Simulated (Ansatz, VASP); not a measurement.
**GaN: VASP beside Ansatz**

```
Ga N
1.0
    -3.21854    0.00000    0.00000
     0.00000    0.00000   -5.24338
     0.00000   -5.57467    0.00000
Ga N
4 4
Direct
  0.50000 0.00312 0.16667
  0.00000 0.00312 0.66667
  0.00000 0.50312 0.33333
  0.50000 0.50312 0.83333
  0.50000 0.61292 0.16666
  0.00000 0.61292 0.66666
  0.00000 0.11292 0.33334
  0.50000 0.11292 0.83334
```

Change from the starting cell: mode 11 frozen in at +0.000 Å and mode 13 at +0.059 Å (largest displacements).

Alike in both runs: task single point; functional PBE; k mesh 8 × 6 × 6; occupations gaussian, width 0.05 eV; no spin polarisation.

|  | VASP | Ansatz |
| --- | --- | --- |
| version | VASP 6.6.1 | Ansatz 0.2.0 |
| potentials or method | VASP PAW PBE potentials, release 64 (Ga_d, N), cutoff 520 eV | scalar-relativistic, plane waves, PAW |
| valence electrons in the cell | 72 | 72 |

Ansatz gave:

- gap on the k mesh at the Fermi level (eV): 1.63
- least direct gap on the mesh (eV): 1.63
- pressure (GPa): 0.5
- traceless stress, the component that is largest in VASP (GPa): -3.49
- rms of the force components (eV/Å): 0.361

Q: Which values does VASP return?

A: gap on the k mesh at the Fermi level (eV): 1.63; least direct gap on the mesh (eV): 1.63; pressure (GPa): 0.6; traceless stress, the component that is largest in VASP (GPa): -3.40; rms of the force components (eV/Å): 0.357.

Atom by atom the forces differ by 0.004 eV/Å (rms over components). The functional is the same, so the differences come from potentials, cutoffs and numerics.
